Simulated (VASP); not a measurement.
# Au in VASP: further runs, part 2 of 3

VASP 6.6.1.

### Step 4. Single point, PBE

This run uses another cell than the first one, of 17.65 Å³/atom.

The input, INCAR:

```
SYSTEM = Au
ALGO = Normal
EDIFF = 1E-6
ENCUT = 520
GGA = PE
ISIF = 2
ISMEAR = -1
LASPH = .True.
LCHARG = .False.
LREAL = .False.
LWAVE = .False.
NBANDS = 18
NELM = 100
PREC = Accurate
SIGMA = 0.05
```

The input, KPOINTS:

```
k-points
0
Gamma
  11 11 6
  0 0 0
```

The input, POSCAR:

```
Au
1.0
    1.4113099650     -2.5559330250      0.0000000000
    1.4113099650      2.5559330250      0.0000000000
    0.0000000000      0.0000000000      4.8931696100
Au
2
Direct
    0.3346720300      0.6653279700      0.2500000000
    0.6653279700      0.3346720300      0.7500000000
```

Potentials or basis: VASP PAW PBE potentials, release 64 (Au).

Command:

```
cat potpaw_PBE.64/Au/POTCAR > POTCAR
mpirun -np 1 vasp_std > vasp.out
```

OUTCAR:

```text
SYSTEM = Au
   EDIFF = 1E-6
   ENCUT = 520
   GGA = PE
   ISIF = 2
   ISMEAR = -1
   LASPH = .True.
   LREAL = .False.
   NELM = 100
   PREC = Accurate

 ion  position               nearest neighbor table
   1  0.335  0.665  0.250-   2 2.95   2 2.95   2 2.95   2 2.95   2 2.97   2 2.97
   2  0.665  0.335  0.750-   1 2.95   1 2.95   1 2.95   1 2.95   1 2.97   1 2.97

  LATTYP: Found a base centered orthorhombic cell.
 ALAT       =     2.8226199300
 B/A-ratio  =     1.8110359088
 C/A-ratio  =     1.7335559627

  Lattice vectors:

 A1 = (   1.4113099650,  -2.5559330250,   0.0000000000)
 A2 = (   1.4113099650,   2.5559330250,   0.0000000000)
 A3 = (   0.0000000000,   0.0000000000,   4.8931696100)

Analysis of symmetry for initial positions (statically):
=====================================================================
 Subroutine PRICEL returns:
 Original cell was already a primitive cell.

 Routine SETGRP: Setting up the symmetry group for a
 base centered orthorhombic supercell.

 Subroutine GETGRP returns: Found  8 space group operations
 (whereof  4 operations were pure point group operations)
 out of a pool of  8 trial point group operations.

The static configuration has the point symmetry C_2h.
 The point group associated with its full space group is D_2h.

Analysis of symmetry for dynamics (positions and initial velocities):
=====================================================================
 Subroutine PRICEL returns:
 Original cell was already a primitive cell.

 Routine SETGRP: Setting up the symmetry group for a
 base centered orthorhombic supercell.

 Subroutine GETGRP returns: Found  8 space group operations
 (whereof  4 operations were pure point group operations)
 out of a pool of  8 trial point group operations.

The dynamic configuration has the point symmetry C_2h.
 The point group associated with its full space group is D_2h.

 Subroutine INISYM returns: Found  8 space group operations
 (whereof  4 operations are pure point group operations),
 and found     1 'primitive' translations

----------------------------------------------------------------------------------------

                                     Primitive cell

  volume of cell :      35.3014

  direct lattice vectors                    reciprocal lattice vectors
     1.411309965 -2.555933025  0.000000000     0.354280783 -0.195623279  0.000000000
     1.411309965  2.555933025  0.000000000     0.354280783  0.195623279  0.000000000
     0.000000000  0.000000000  4.893169610     0.000000000  0.000000000  0.204366511

  length of vectors
     2.919689957  2.919689957  4.893169610     0.404701545  0.404701545  0.204366511

  position of ions in fractional coordinates (direct lattice)
     0.334672030  0.665327970  0.250000000
     0.665327970  0.334672030  0.750000000

  ion indices of the primitive-cell ions
   primitive index   ion index
                 1           1
                 2           2

----------------------------------------------------------------------------------------

 KPOINTS: k-points

Automatic generation of k-mesh.
 Grid dimensions read from file:
 generate k-points for:   11   11    6

 Generating k-lattice:

  Cartesian coordinates                     Fractional coordinates (reciprocal lattice)
     0.032207344 -0.017783934  0.000000000     0.090909091  0.000000000  0.000000000
     0.032207344  0.017783934  0.000000000     0.000000000  0.090909091  0.000000000
     0.000000000  0.000000000  0.034061085     0.000000000  0.000000000  0.166666667

  Length of vectors
     0.036791050  0.036791050  0.034061085

  Shift w.r.t. Gamma in fractional coordinates (k-lattice)
     0.000000000  0.000000000  0.000000000

 Subroutine IBZKPT returns following result:
 ===========================================

 Found    144 irreducible k-points:

 Following reciprocal coordinates:
            Coordinates               Weight
  0.000000  0.000000  0.000000      1.000000
  0.090909  0.000000  0.000000      4.000000
  0.181818 -0.000000  0.000000      4.000000
  0.272727  0.000000  0.000000      4.000000
  0.363636  0.000000  0.000000      4.000000
  0.454545 -0.000000  0.000000      4.000000
[... 16 lines left out ...]
 -0.272727  0.181818  0.000000      4.000000
 -0.181818  0.181818  0.000000      2.000000
 [... further k-points ...]
   k-points           NKPTS =    144   k-points in BZ     NKDIM =    144   number of bands    NBANDS=     18
   number of dos      NEDOS =    301   number of ions     NIONS =      2
   total plane-waves  NPLWV =  20736
   dimension x,y,z NGX =    24 NGY =   24 NGZ =   36
   dimension x,y,z NGXF=    48 NGYF=   48 NGZF=   72
   ions per type =               2
   NGX,Y,Z   is equivalent  to a cutoff of  13.67, 13.67, 12.23 a.u.
   NGXF,Y,Z  is equivalent  to a cutoff of  27.33, 27.33, 24.46 a.u.
 SYSTEM =  Au
   PREC   = accura    normal or accurate (medium, high low for compatibility)
   ISTART =      0    job   : 0-new  1-cont  2-samecut
   ICHARG =      2    charge: 1-file 2-atom 10-const
   ISPIN  =      1    spin polarized calculation?
   LNONCOLLINEAR =      F non collinear calculations
   LSORBIT =      F    spin-orbit coupling
   LASPH  =      T    aspherical Exc in radial PAW
   ENCUT  =  520.0 eV  38.22 Ry    6.18 a.u.   5.43  5.43  9.10*2*pi/ulx,y,z
   NELM   =    100;   NELMIN=  2; NELMDL= -5     # of ELM steps
   EDIFF  = 0.1E-05   stopping-criterion for ELM
   LREAL  =      F    real-space projection
   EDIFFG = 0.1E-04   stopping-criterion for IOM
   NSW    =      0    number of steps for IOM
   IBRION =     -1    ionic relax: 0-MD 1-quasi-New 2-CG
   NFREE  =      0    steps in history (QN), initial steepest desc. (CG)
   ISIF   =      2    stress and relaxation
   ISYM   =      2    0-nonsym 1-usesym 2-fastsym
   POTIM  = 0.5000    time-step for ionic-motion
   TEBEG  =    0.0;   TEEND  =   0.0 temperature during run
   PSTRESS=    0.0 pullay stress
   NELECT =      22.0000    total number of electrons
   NUPDOWN=      -1.0000    fix difference up-down
   EMIN   =  10.00;   EMAX   =-10.00  energy-range for DOS
   EFERMI =   0.00;   METHOD = LEGACY
   ISMEAR =    -1;   SIGMA  =   0.05  broadening in eV -4-tet -1-fermi 0-gaus
   EFERMI_NEDOS =   21; number of points for ismear=-14 and -15
   IALGO  =     38    algorithm
   IMIX   =      4    mixing-type and parameters
     AMIX     =   0.40;   BMIX     =  1.00
     AMIX_MAG =   1.60;   BMIX_MAG =  1.00
  volume/ion in A,a.u.               =      17.65       119.11
  Fermi-wavevector in a.u.,A,eV,Ry     =   1.398358  2.642513 26.604898  1.955405
  Thomas-Fermi vector in A             =   2.521524
   LORBIT       =      0    0 simple, 1 ext, 2 COOP (PROOUT), +10 PAW based schemes
   GGA     = PE    functional components
   LHFCALC =     F    Hartree Fock is set to
   AEXX    =    0.0000 exact exchange contribution
   IVDW    =     0    specifies the selected vdW correction
   LEPSILON=     F    determine dielectric tensor
   LRPA    =     F    only Hartree local field effects (RPA)
 non-spin polarized calculation
  energy-cutoff  :      520.00
  volume of cell :       35.30
 maximum number of plane-waves:       966
 NGX is ok and might be reduce to    24
   NGX = 11   NGY = 11   NGZ = 19

 number of electron      21.9999996 magnetization

 Free energy of the ion-electron system (eV)
  ---------------------------------------------------
  ext. energy  EPLUGINS =         0.00000000
  ---------------------------------------------------
  free energy    TOTEN  =        -6.41791029 eV

  energy without entropy =       -6.41050766  energy(sigma->0) =       -6.41420898

 E-fermi :   8.8479     XC(G=0): -12.5048

 val. band max:        8.8341172406   @ k =  -0.4545   0.1818   0.5000
 cond. band min:       8.8494883815   @ k =   0.1818   0.1818   0.3333
 fundamental gap:      0.0153711408
 Fermi energy:         8.8478715356

 k-point     1 :       0.0000    0.0000    0.0000
  band No.  band energies     occupation
      1      -0.5931      2.00000
      2       1.7785      2.00000
      3       4.1445      2.00000
      4       4.2035      2.00000
      5       4.5337      2.00000
      6       4.7767      2.00000
[... 10 lines left out ...]
     17      26.8063      0.00000
     18      27.7454      0.00000
[... 463 lines left out ...]
 k-point    24 :      -0.1818    0.1818    0.0000
  band No.  band energies     occupation
      1       0.3251      2.00000
      2       2.4022      2.00000
      3       3.8259      2.00000
      4       4.1951      2.00000
      5       4.5287      2.00000
      6       4.8911      2.00000
[... 10 lines left out ...]
     17      25.4231      0.00000
     18      25.6885      0.00000

 [... further k-points ...]

------------------------ aborting loop because EDIFF is reached ----------------------------------------

  FORCE on cell =-STRESS in cart. coord.  units (eV):
  Direction    XX          YY          ZZ          XY          YZ          ZX
  --------------------------------------------------------------------------------------
  -------------------------------------------------------------------------------------
  Total        1.2888239      0.3039251      0.3339639      0.0000000     -0.0000000      0.0000000
  in kB       58.4940955     13.7938340     15.1571643      0.0000000     -0.0000000      0.0000000
  external PRESSURE =      29.1483646 kB  Pullay stress =       0.0000000 kB

 VOLUME and BASIS-vectors are now :
 -----------------------------------------------------------------------------
  energy-cutoff  :      520.00
  volume of cell :       35.30
      direct lattice vectors                 reciprocal lattice vectors
     1.411309965 -2.555933025  0.000000000     0.354280783 -0.195623279  0.000000000
     1.411309965  2.555933025  0.000000000     0.354280783  0.195623279  0.000000000
     0.000000000  0.000000000  4.893169610     0.000000000  0.000000000  0.204366511

 POSITION                                       TOTAL-FORCE (eV/Angst)
 -----------------------------------------------------------------------------------
      1.41131      0.84513      1.22329         0.000000     -0.025373     -0.000000
      1.41131     -0.84513      3.66988         0.000000      0.025373      0.000000
 -----------------------------------------------------------------------------------
    total drift:                               -0.000000     -0.000000     -0.000000

  FREE ENERGIE OF THE ION-ELECTRON SYSTEM (eV)
  ---------------------------------------------------
  free  energy   TOTEN  =        -6.4179102923 eV

  energy  without entropy=       -6.4105076631  energy(sigma->0) =       -6.41420898
```

It took 72 s on 1 thread of Intel Xeon 8259CL, shared host; peak memory 0.21 GiB.

Results:

```yaml
Free_energy: -6.4179 eV
Pressure: 2.9 GPa
Largest_force: 0.025 eV/Å
Band_gap_on_the_k_mesh: zero (bands 11 and 12 overlap by 6.23 eV)
```

Forces in eV/Å, atoms in the order of the input:
```
Au   0.000 -0.025  0.000
Au   0.000  0.025  0.000
```

Caveat: spin-orbit coupling is left out, which moves the levels of the heavy elements.

### Step 5. Single point, r2SCAN

This run uses another cell than the first one, of 16.94 Å³/atom.

The input, POSCAR:

```
Au
1.0
    1.3922358705     -2.5213891550      0.0000000000
    1.3922358705      2.5213891550      0.0000000000
    0.0000000000      0.0000000000      4.8270375896
Au
2
Direct
    0.3346720300      0.6653279700      0.2500000000
    0.6653279700      0.3346720300      0.7500000000
```

The input, INCAR.step1:

```
SYSTEM = Au
PREC = Accurate ; ENCUT = 520
ISMEAR = -1 ; SIGMA = 0.05
LREAL = .False. ; LASPH = .True.
NELM = 60 ; NBANDS = 18
GGA = PE ; ALGO = Normal
EDIFF = 1E-4 ; LWAVE = .True.
LCHARG = .False.
```

The input, INCAR.step2:

```
SYSTEM = Au
PREC = Accurate ; ENCUT = 520
EDIFF = 1E-6 ; ISMEAR = -1
SIGMA = 0.05 ; LREAL = .False.
LASPH = .True. ; NELM = 60
ALGO = Normal ; ISIF = 2
LWAVE = .False. ; LCHARG = .False.
METAGGA = R2SCAN ; LMIXTAU = .True.
NBANDS = 18 ; ISTART = 1
```

The input, KPOINTS:

```
Automatic mesh
0
Gamma
  11 11 6
  0 0 0
```

Potentials or basis: VASP PAW PBE potentials, release 64 (Au).

Command:

```
cat potpaw_PBE.64/Au/POTCAR > POTCAR
cp INCAR.step1 INCAR
mpirun -np 1 vasp_std > vasp.out
cp INCAR.step2 INCAR
mpirun -np 1 vasp_std > vasp.out
```

OUTCAR:

```text
SYSTEM = Au
   PREC = Accurate
   ENCUT = 520
   EDIFF = 1E-6
   ISMEAR = -1
   LREAL = .False.
   LASPH = .True.
   NELM = 60
   ISIF = 2
   METAGGA = R2SCAN
   ISTART = 1

 ion  position               nearest neighbor table
   1  0.335  0.665  0.250-   2 2.91   2 2.91   2 2.91   2 2.91   2 2.93   2 2.93
   2  0.665  0.335  0.750-   1 2.91   1 2.91   1 2.91   1 2.91   1 2.93   1 2.93

  LATTYP: Found a base centered orthorhombic cell.
 ALAT       =     2.7844717410
 B/A-ratio  =     1.8110359088
 C/A-ratio  =     1.7335559627

  Lattice vectors:

 A1 = (   1.3922358705,  -2.5213891550,   0.0000000000)
 A2 = (   1.3922358705,   2.5213891550,   0.0000000000)
 A3 = (   0.0000000000,   0.0000000000,   4.8270375896)

Analysis of symmetry for initial positions (statically):
=====================================================================
 Subroutine PRICEL returns:
 Original cell was already a primitive cell.

 Routine SETGRP: Setting up the symmetry group for a
 base centered orthorhombic supercell.

 Subroutine GETGRP returns: Found  8 space group operations
 (whereof  4 operations were pure point group operations)
[... 163 lines left out ...]

  energy without entropy =     -101.13696622  energy(sigma->0) =     -101.14047945

 E-fermi :   9.3824     XC(G=0): -13.6654

 val. band max:        9.3694288728   @ k =  -0.4545   0.1818   0.5000
 cond. band min:       9.3855950669   @ k =   0.1818   0.1818   0.3333
 fundamental gap:      0.0161661941
 Fermi energy:         9.3823616909

 k-point     1 :       0.0000    0.0000    0.0000
  band No.  band energies     occupation
      1      -0.7379      2.00000
      2       1.6394      2.00000
      3       4.1675      2.00000
      4       4.2327      2.00000
      5       4.5951      2.00000
      6       4.8597      2.00000
[... 481 lines left out ...]
      5       4.6051      2.00000
      6       4.9925      2.00000
[... 10 lines left out ...]
     17      26.9596      0.00000
     18      27.2168      0.00000

 [... further k-points ...]

------------------------ aborting loop because EDIFF is reached ----------------------------------------

  FORCE on cell =-STRESS in cart. coord.  units (eV):
  Direction    XX          YY          ZZ          XY          YZ          ZX
  --------------------------------------------------------------------------------------
  -------------------------------------------------------------------------------------
  Total        2.1932229      1.0804055      1.0885030      0.0000000     -0.0000000      0.0000000
  in kB      103.6883546     51.0780114     51.4608379      0.0000000     -0.0000000      0.0000000
  external PRESSURE =      68.7424013 kB  Pullay stress =       0.0000000 kB

 VOLUME and BASIS-vectors are now :
 -----------------------------------------------------------------------------
  energy-cutoff  :      520.00
  volume of cell :       33.89
      direct lattice vectors                 reciprocal lattice vectors
     1.392235870 -2.521389155  0.000000000     0.359134548 -0.198303383  0.000000000
     1.392235870  2.521389155  0.000000000     0.359134548  0.198303383  0.000000000
     0.000000000  0.000000000  4.827037590     0.000000000  0.000000000  0.207166400

 POSITION                                       TOTAL-FORCE (eV/Angst)
 -----------------------------------------------------------------------------------
      1.39224      0.83371      1.20676         0.000000     -0.031163      0.000000
      1.39224     -0.83371      3.62028         0.000000      0.031163     -0.000000
 -----------------------------------------------------------------------------------
    total drift:                               -0.000000     -0.000000     -0.000000

  FREE ENERGIE OF THE ION-ELECTRON SYSTEM (eV)
  ---------------------------------------------------
  free  energy   TOTEN  =      -101.1439926810 eV

  energy  without entropy=     -101.1369662241  energy(sigma->0) =     -101.14047945
```

OSZICAR.step1:

```text
N       E                     dE             d eps       ncg     rms          rms(c)
DAV:   1     0.124564992521E+03    0.12456E+03   -0.11712E+04  5192   0.119E+03
DAV:   2    -0.482114576538E+01   -0.12939E+03   -0.12335E+03  5516   0.262E+02
DAV:   3    -0.688720735792E+01   -0.20661E+01   -0.20549E+01  6022   0.338E+01
DAV:   4    -0.689612732409E+01   -0.89200E-02   -0.89190E-02  5748   0.232E+00
DAV:   5    -0.689620740028E+01   -0.80076E-04   -0.80077E-04  5794   0.234E-01    0.136E+01
DAV:   6    -0.640440084092E+01    0.49181E+00   -0.88881E-01  5332   0.873E+00    0.859E+00
DAV:   7    -0.636606185342E+01    0.38339E-01   -0.12080E-01  5660   0.321E+00    0.324E+00
DAV:   8    -0.636117470068E+01    0.48872E-02   -0.11713E-02  5380   0.907E-01    0.367E-01
DAV:   9    -0.636115219989E+01    0.22501E-04   -0.39690E-05  3654   0.564E-02
   1 F= -.63611522E+01 E0= -.63574895E+01  d E =-.732549E-02
```

It took 4.4 min on 1 thread of AMD EPYC 9R14 (Zen 4), shared host; peak memory 0.18 GiB.

Results:

```
Free energy            : -101.1440 eV
Pressure               : 6.9 GPa
Largest force          : 0.031 eV/Å
Band gap on the k mesh : zero (bands 11 and 12 overlap by 6.84 eV)
```

Forces on the atoms (eV/Å):
```
Au   0.000 -0.031  0.000
Au   0.000  0.031  0.000
```

Caveat: the cell stands under pressure; the PAW data sets were made with another functional, which shifts forces and pressure a little; spin-orbit coupling is left out, which moves the levels of the heavy elements.

(Continued in part 3 of 3.)
